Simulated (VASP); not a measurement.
# La (Fd-3m) in VASP: a series of runs, part 2 of 2

VASP 6.6.1. Earlier steps stand in the parts before.

### 3 Single point, PBE

Contents of INCAR:

```
SYSTEM = La
PREC     = Accurate       ! precision mode
ENCUT    = 520            ! plane-wave cutoff, eV
EDIFF    = 1E-6           ! SCF threshold, eV
ISMEAR   = -1             ! smearing method
SIGMA    = 0.1            ! smearing width, eV
LREAL    = .False.        ! projectors in reciprocal space
LASPH    = .True.         ! aspherical terms in the spheres
NELM     = 100            ! most SCF steps
ALGO     = Normal         ! electronic algorithm
ISIF     = 2              ! what is computed and relaxed
LWAVE    = .False.        ! write WAVECAR
LCHARG   = .False.        ! write CHGCAR
GGA      = PE             ! functional
NBANDS   = 18             ! bands
```

Contents of KPOINTS:

```
regular mesh
0
Gamma
  13 13 13
  0 0 0
```

Contents of POSCAR:

```
La
1.0
    0.0000000000      3.3435070815      3.3435070815
    3.3435070815      0.0000000000      3.3435070815
    3.3435070815      3.3435070815      0.0000000000
La
2
Direct
    0.1250000000      0.1250000000      0.1250000000
    0.8750000000      0.8750000000      0.8750000000
```

Potentials or basis: VASP PAW PBE potentials, release 64 (La).

The run is started by

```bash
cat potpaw_PBE.64/La/POTCAR > POTCAR
mpirun -np 1 vasp_std > vasp.out
```

OUTCAR:

```text
SYSTEM = La
   PREC = Accurate
   ENCUT = 520
   EDIFF = 1E-6
   ISMEAR = -1
   LREAL = .False.
   LASPH = .True.
   NELM = 100
   ISIF = 2
   GGA = PE

 ion  position               nearest neighbor table
   1  0.125  0.125  0.125-   2 2.90   2 2.90   2 2.90   2 2.90
   2  0.875  0.875  0.875-   1 2.90   1 2.90   1 2.90   1 2.90

  LATTYP: Found a face centered cubic cell.
 ALAT       =     6.6870141630

  Lattice vectors:

 A1 = (   0.0000000000,   3.3435070815,   3.3435070815)
 A2 = (   3.3435070815,   0.0000000000,   3.3435070815)
 A3 = (   3.3435070815,   3.3435070815,   0.0000000000)

Analysis of symmetry for initial positions (statically):
=====================================================================
 Subroutine PRICEL returns:
 Original cell was already a primitive cell.

 Routine SETGRP: Setting up the symmetry group for a
 face centered cubic supercell.

 Subroutine GETGRP returns: Found 48 space group operations
 (whereof 12 operations were pure point group operations)
 out of a pool of 48 trial point group operations.

The static configuration has the point symmetry D_3d.
 The point group associated with its full space group is O_h .

Analysis of symmetry for dynamics (positions and initial velocities):
=====================================================================
 Subroutine PRICEL returns:
 Original cell was already a primitive cell.

 Routine SETGRP: Setting up the symmetry group for a
 face centered cubic supercell.

 Subroutine GETGRP returns: Found 48 space group operations
 (whereof 12 operations were pure point group operations)
 out of a pool of 48 trial point group operations.

The dynamic configuration has the point symmetry D_3d.
 The point group associated with its full space group is O_h .

 Subroutine INISYM returns: Found 48 space group operations
 (whereof 12 operations are pure point group operations),
 and found     1 'primitive' translations

----------------------------------------------------------------------------------------

                                     Primitive cell

  volume of cell :      74.7544

  direct lattice vectors                    reciprocal lattice vectors
     0.000000000  3.343507081  3.343507081    -0.149543574  0.149543574  0.149543574
     3.343507081  0.000000000  3.343507081     0.149543574 -0.149543574  0.149543574
     3.343507081  3.343507081  0.000000000     0.149543574  0.149543574 -0.149543574

  length of vectors
     4.728433061  4.728433061  4.728433061     0.259017069  0.259017069  0.259017069

  position of ions in fractional coordinates (direct lattice)
     0.125000000  0.125000000  0.125000000
     0.875000000  0.875000000  0.875000000

  ion indices of the primitive-cell ions
   primitive index   ion index
                 1           1
                 2           2

----------------------------------------------------------------------------------------

 KPOINTS: regular mesh

Automatic generation of k-mesh.
 Grid dimensions read from file:
 generate k-points for:   13   13   13

 Generating k-lattice:

  Cartesian coordinates                     Fractional coordinates (reciprocal lattice)
    -0.011503352  0.011503352  0.011503352     0.076923077  0.000000000  0.000000000
     0.011503352 -0.011503352  0.011503352     0.000000000  0.076923077  0.000000000
     0.011503352  0.011503352 -0.011503352     0.000000000  0.000000000  0.076923077

  Length of vectors
     0.019924390  0.019924390  0.019924390

  Shift w.r.t. Gamma in fractional coordinates (k-lattice)
     0.000000000  0.000000000  0.000000000

 Subroutine IBZKPT returns following result:
 ===========================================

 Found     84 irreducible k-points:

 Following reciprocal coordinates:
            Coordinates               Weight
  0.000000  0.000000  0.000000      1.000000
  0.076923  0.000000  0.000000      8.000000
  0.153846  0.000000  0.000000      8.000000
  0.230769  0.000000  0.000000      8.000000
  0.307692  0.000000  0.000000      8.000000
  0.384615  0.000000  0.000000      8.000000
[... 16 lines left out ...]
  0.384615  0.153846  0.000000     24.000000
  0.461538  0.153846  0.000000     24.000000
 [... further k-points ...]
   k-points           NKPTS =     84   k-points in BZ     NKDIM =     84   number of bands    NBANDS=     18
   number of dos      NEDOS =    301   number of ions     NIONS =      2
   total plane-waves  NPLWV =  46656
   dimension x,y,z NGX =    36 NGY =   36 NGZ =   36
   dimension x,y,z NGXF=    72 NGYF=   72 NGZF=   72
   ions per type =               2
   NGX,Y,Z   is equivalent  to a cutoff of  12.66, 12.66, 12.66 a.u.
   NGXF,Y,Z  is equivalent  to a cutoff of  25.31, 25.31, 25.31 a.u.
 SYSTEM =  La
   PREC   = accura    normal or accurate (medium, high low for compatibility)
   ISTART =      0    job   : 0-new  1-cont  2-samecut
   ICHARG =      2    charge: 1-file 2-atom 10-const
   ISPIN  =      1    spin polarized calculation?
   LNONCOLLINEAR =      F non collinear calculations
   LSORBIT =      F    spin-orbit coupling
   LASPH  =      T    aspherical Exc in radial PAW
   ENCUT  =  520.0 eV  38.22 Ry    6.18 a.u.   8.79  8.79  8.79*2*pi/ulx,y,z
   NELM   =    100;   NELMIN=  2; NELMDL= -5     # of ELM steps
   EDIFF  = 0.1E-05   stopping-criterion for ELM
   LREAL  =      F    real-space projection
   EDIFFG = 0.1E-04   stopping-criterion for IOM
   NSW    =      0    number of steps for IOM
   IBRION =     -1    ionic relax: 0-MD 1-quasi-New 2-CG
   NFREE  =      0    steps in history (QN), initial steepest desc. (CG)
   ISIF   =      2    stress and relaxation
   ISYM   =      2    0-nonsym 1-usesym 2-fastsym
   POTIM  = 0.5000    time-step for ionic-motion
   TEBEG  =    0.0;   TEEND  =   0.0 temperature during run
   PSTRESS=    0.0 pullay stress
   NELECT =      22.0000    total number of electrons
   NUPDOWN=      -1.0000    fix difference up-down
   EMIN   =  10.00;   EMAX   =-10.00  energy-range for DOS
   EFERMI =   0.00;   METHOD = LEGACY
   ISMEAR =    -1;   SIGMA  =   0.10  broadening in eV -4-tet -1-fermi 0-gaus
   EFERMI_NEDOS =   21; number of points for ismear=-14 and -15
   IALGO  =     38    algorithm
   IMIX   =      4    mixing-type and parameters
     AMIX     =   0.40;   BMIX     =  1.00
     AMIX_MAG =   1.60;   BMIX_MAG =  1.00
  volume/ion in A,a.u.               =      37.38       252.23
  Fermi-wavevector in a.u.,A,eV,Ry     =   1.088939  2.057796 16.133622  1.185788
  Thomas-Fermi vector in A             =   2.225131
   LORBIT       =      0    0 simple, 1 ext, 2 COOP (PROOUT), +10 PAW based schemes
   GGA     = PE    functional components
   LHFCALC =     F    Hartree Fock is set to
   AEXX    =    0.0000 exact exchange contribution
   IVDW    =     0    specifies the selected vdW correction
   LEPSILON=     F    determine dielectric tensor
   LRPA    =     F    only Hartree local field effects (RPA)
 non-spin polarized calculation
  energy-cutoff  :      520.00
  volume of cell :       74.75
 maximum number of plane-waves:      2031
   NGX = 17   NGY = 17   NGZ = 17

 number of electron      22.0000000 magnetization

 Free energy of the ion-electron system (eV)
  ---------------------------------------------------
  ext. energy  EPLUGINS =         0.00000000
  ---------------------------------------------------
  free energy    TOTEN  =        -7.76819131 eV

  energy without entropy =       -7.69647374  energy(sigma->0) =       -7.73233253

 E-fermi :   7.3955     XC(G=0):  -9.2720

 val. band max:        7.3897597511   @ k =  -0.4615   0.0769   0.0000
 cond. band min:       7.3970968509   @ k =  -0.4615   0.4615   0.0769
 fundamental gap:      0.0073370998
 Fermi energy:         7.3955339357

 k-point     1 :       0.0000    0.0000    0.0000
  band No.  band energies     occupation
      1     -26.1594      2.00000
      2     -24.4855      2.00000
      3     -10.3447      2.00000
      4     -10.3447      2.00000
      5     -10.3447      2.00000
      6      -8.2409      2.00000
[... 10 lines left out ...]
     17       9.0562      0.00000
     18       9.0562      0.00000
[... 463 lines left out ...]
 k-point    24 :       0.4615    0.1538    0.0000
  band No.  band energies     occupation
      1     -25.7662      2.00000
      2     -24.9709      2.00000
      3     -10.7985      2.00000
      4     -10.6883      2.00000
      5     -10.0441      2.00000
      6      -8.3583      2.00000
[... 10 lines left out ...]
     17       9.2341      0.00000
     18       9.2592      0.00000

 [... further k-points ...]

------------------------ aborting loop because EDIFF is reached ----------------------------------------

  FORCE on cell =-STRESS in cart. coord.  units (eV):
  Direction    XX          YY          ZZ          XY          YZ          ZX
  --------------------------------------------------------------------------------------
  -------------------------------------------------------------------------------------
  Total       -0.0159521     -0.0159521     -0.0159521     -0.0000000     -0.0000000      0.0000000
  in kB       -0.3418952     -0.3418952     -0.3418952     -0.0000000     -0.0000000      0.0000000
  external PRESSURE =      -0.3418952 kB  Pullay stress =       0.0000000 kB

 VOLUME and BASIS-vectors are now :
 -----------------------------------------------------------------------------
  energy-cutoff  :      520.00
  volume of cell :       74.75
      direct lattice vectors                 reciprocal lattice vectors
     0.000000000  3.343507081  3.343507081    -0.149543574  0.149543574  0.149543574
     3.343507081  0.000000000  3.343507081     0.149543574 -0.149543574  0.149543574
     3.343507081  3.343507081  0.000000000     0.149543574  0.149543574 -0.149543574

 POSITION                                       TOTAL-FORCE (eV/Angst)
 -----------------------------------------------------------------------------------
      0.83588      0.83588      0.83588         0.000000      0.000000      0.000000
      5.85114      5.85114      5.85114        -0.000000     -0.000000     -0.000000
 -----------------------------------------------------------------------------------
    total drift:                               -0.000000      0.000000      0.000000

  FREE ENERGIE OF THE ION-ELECTRON SYSTEM (eV)
  ---------------------------------------------------
  free  energy   TOTEN  =        -7.7681913084 eV

  energy  without entropy=       -7.6964737424  energy(sigma->0) =       -7.73233253
```

Run time: 3.6 min. Hardware: 1 thread of Intel Xeon 8259CL, shared host; peak memory 0.28 GiB.

Results:

```
Free energy            : -7.7682 eV
Pressure               : 0.0 GPa
Band gap on the k mesh : zero (bands 11 and 12 overlap by 0.28 eV)
```

Caveat: spin-orbit coupling is left out, which moves the levels of the heavy elements.

### 4 Single point, PBE (38.87 Å³/atom)

This run uses another cell than the first one, of 38.87 Å³/atom.

Contents of INCAR:

```
SYSTEM = La
  PREC = Accurate
  ENCUT = 520
  EDIFF = 1E-6
  ISMEAR = -1
  SIGMA = 0.1
  LREAL = .False.
  LASPH = .True.
  NELM = 60
  ALGO = Normal
  ISIF = 2
  LWAVE = .False.
  LCHARG = .False.
  GGA = PE
  NBANDS = 18
```

Contents of KPOINTS:

```
Automatic mesh
0
Gamma
  13 13 13
  0 0 0
```

Contents of POSCAR:

```
La
1.0
    0.0000000000      3.3875056414      3.3875056414
    3.3875056414      0.0000000000      3.3875056414
    3.3875056414      3.3875056414      0.0000000000
La
2
Direct
    0.1250000000      0.1250000000      0.1250000000
    0.8750000000      0.8750000000      0.8750000000
```

The run is started by

```bash
cat potpaw_PBE.64/La/POTCAR > POTCAR
mpirun -np 1 vasp_std > vasp.out
```

Run time: 3.4 min. Hardware: 1 thread of Intel Xeon 8259CL, shared host; peak memory 0.29 GiB.

Results (log left out):

| Item | Value |
| --- | --- |
| Free energy | -7.7536 eV |
| Pressure | -1.5 GPa |
| Band gap on the k mesh | zero (bands 11 and 12 overlap by 0.32 eV) |

Levels at points of the mesh, in eV from the Fermi level:
```tsv
k point	band 7	band 8	band 9	band 10	band 11	band 12	band 13	band 14	band 15	band 16
(0.00, 0.00, 0.00)	-15.74	-15.74	-2.37	-0.68	-0.68	0.87	0.87	0.87	1.51	1.61
```

Caveat: spin-orbit coupling is left out, which moves the levels of the heavy elements.

### 5 Relaxation of cell and atoms, PBE

This run uses another cell than the first one, of 50.51 Å³/atom.

Contents of INCAR:

```
  ALGO = Normal
  EDIFF = 1E-6
  EDIFFG = -0.01
  ENCUT = 600
  GGA = PE
  IBRION = 2
  ISIF = 3
  ISMEAR = -1
  LASPH = True
  LCHARG = False
  LREAL = False
  LWAVE = False
  NELM = 100
  NSW = 80
  PREC = Accurate
  SIGMA = 0.1
```

Contents of KPOINTS:

```
k-points
0
Gamma
  8 8 8
```

Contents of POSCAR:

```
La
1.0
    0.0000000000      3.6965376151      3.6965376151
    3.6965376151      0.0000000000      3.6965376151
    3.6965376151      3.6965376151      0.0000000000
La
2
Direct
    0.1250000000      0.1250000000      0.1250000000
    0.8750000000      0.8750000000      0.8750000000
```

The run is started by

```bash
cat potpaw_PBE.64/La/POTCAR > POTCAR
mpirun -np 1 vasp_std > vasp.out
```

Run time: 12 min. Hardware: 1 thread of Intel Xeon 8259CL, shared host; peak memory 0.32 GiB.

Results (log left out):

* Free energy: -7.7708 eV
* Relaxed volume: 37.35 Å³/atom
* Relaxed cell: a = 4.727 Å, b = 4.727 Å, c = 4.727 Å, α = 60.00°, β = 60.00°, γ = 60.00°
* Space group after relaxing (to 0.1 Å): Fd-3m (No. 227)
* Energy gained by relaxing: 268.1 meV/atom
* Ionic steps: 10
* Pressure after relaxing: 0.0 GPa
* Band gap on the k mesh: zero (bands 11 and 12 overlap by 0.34 eV)

The path:
```csv
step,energy change (eV),largest force (eV/Å),pressure (GPa),volume (Å³)
1,0.0000,0.0000,-4.10,101.02
2,-0.4381,0.0000,-3.15,83.28
3,-0.5361,0.0000,-0.04,74.77
4,-0.5359,0.0000,0.10,74.29
5,-0.5361,0.0000,0.05,74.57
6,-0.5361,0.0000,0.04,74.60
7,-0.5361,0.0000,0.85,74.65
8,-0.5361,0.0000,-0.05,74.75
9,-0.5361,0.0000,-0.05,74.75
10,-0.5361,0.0000,-0.04,74.70
```

Final structure:
```xyz
2
Lattice="0.0000 3.3427 3.3427 3.3427 0.0000 3.3427 3.3427 3.3427 0.0000" Properties=species:S:1:pos:R:3 pbc="T T T"
La    0.8357    0.8357    0.8357
La    5.8497    5.8497    5.8497
```

Levels at points of the mesh, in eV from the Fermi level:
```tsv
k point	band 9	band 10	band 11	band 12	band 13	band 14
(0.00, 0.00, 0.00)	-2.37	-0.73	-0.73	0.90	0.90	0.90
(0.50, 0.00, 0.00)	-1.15	-0.60	-0.60	-0.21	0.07	0.07
(0.50, 0.50, 0.00)	-1.70	-1.70	-0.10	-0.10	0.76	0.76
```

Caveat: the volume moved by over 15 % at a fixed basis, so the end points are rough; spin-orbit coupling is left out, which moves the levels of the heavy elements.

### 6 Single point, PBE, collinear spin

This run uses another cell than the first one, of 37.24 Å³/atom.

Contents of INCAR:

```
SYSTEM = La
PREC = Accurate
ENCUT = 520
EDIFF = 1E-7
ISMEAR = -1
SIGMA = 0.05
LREAL = .FALSE.
LASPH = .TRUE.
NELM = 150
ALGO = Normal
ISIF = 2
LWAVE = .FALSE.
LCHARG = .FALSE.
ISPIN = 2
MAGMOM = 1 1
LORBIT = 11
LMAXMIX = 6
GGA = PE
NBANDS = 22
```

Contents of KPOINTS:

```
regular mesh
0
G
  8 8 8
  0 0 0
```

Contents of POSCAR:

```
La
1.0
    0.0000000000      3.3392829219      3.3392829219
    3.3392829219      0.0000000000      3.3392829219
    3.3392829219      3.3392829219      0.0000000000
La
2
Direct
    0.1250000000      0.1250000000      0.1250000000
    0.8750000000      0.8750000000      0.8750000000
```

Potentials or basis: VASP PAW PBE potentials, release 64 (La).

The run is started by

```bash
cat potpaw_PBE.64/La/POTCAR > POTCAR
mpirun -np 1 vasp_std > vasp.out
```

Run time: 87 s. Hardware: 1 thread of Intel Xeon Platinum 8488C (Sapphire Rapids), shared host; peak memory 0.28 GiB.

The run converged. Its results:

* Free energy: -7.7443 eV
* Pressure: -0.1 GPa
* Band gap on the k mesh: zero (filled and empty bands overlap)
* Net moment: 0.00 μB per cell
* Valence electrons inside the program's atomic spheres: La 9.03

Levels at points of the mesh, in eV from the Fermi level:
Spin up:
| k point | band 8 | band 9 | band 10 | band 11 | band 12 | band 13 | band 14 | band 15 |
| --- | --- | --- | --- | --- | --- | --- | --- | --- |
| (0.00, 0.00, 0.00) | -15.65 | -2.38 | -0.74 | -0.74 | 0.89 | 0.89 | 0.89 | 1.57 |
| (0.50, 0.00, 0.00) | -15.25 | -1.17 | -0.61 | -0.61 | -0.22 | 0.05 | 0.05 | 1.68 |
| (0.50, 0.50, 0.00) | -14.81 | -1.72 | -1.72 | -0.12 | -0.12 | 0.75 | 0.75 | 1.73 |
Spin down:
```tsv
k point	band 9	band 10	band 11	band 12	band 13	band 14
(0.00, 0.00, 0.00)	-2.38	-0.74	-0.74	0.89	0.89	0.89
(0.50, 0.00, 0.00)	-1.17	-0.61	-0.61	-0.22	0.05	0.05
(0.50, 0.50, 0.00)	-1.72	-1.72	-0.12	-0.12	0.74	0.74
```

Caveat: spin-orbit coupling is left out, which moves the levels of the heavy elements.

### 7 The runs side by side

| task | spin | cell | k mesh | cutoff (eV) | smearing | gap on the mesh (eV) | pressure (GPa) |
| --- | --- | --- | --- | --- | --- | --- | --- |
| single point | off | a = 4.728 Å, angles 60.0°, 2 atoms | 8 × 8 × 8 | 520 | fermi-dirac 0.1 eV | none | 0.0 |
| single point | off | a = 4.728 Å, angles 60.0°, 2 atoms | 13 × 13 × 13 | 520 | fermi-dirac 0.1 eV | none | 0.0 |
| single point | off | a = 4.791 Å, angles 60.0°, 2 atoms | 13 × 13 × 13 | 520 | fermi-dirac 0.1 eV | none | -1.5 |
| relaxation of cell and atoms | off | relaxed from a = 5.228 Å, angles 60.0°, 2 atoms | 8 × 8 × 8 | 600 | fermi-dirac 0.1 eV | none | 0.0 |
| single point | collinear | a = 4.722 Å, angles 60.0°, 2 atoms | 8 × 8 × 8 | 520 | fermi-dirac 0.05 eV | none | -0.1 |

Alike in all rows: level PBE; potentials or basis VASP PAW PBE potentials, release 64 (La).

Caveats: spin-orbit coupling is left out, which moves the levels of the heavy elements; the volume moved by over 15 % at a fixed basis, so the end points are rough (at least some runs).

Total energies depend on the potentials used, so only differences within one code and one set of settings carry meaning.

The gap in the log of VASP goes by the Fermi energy; the results here count the filled bands.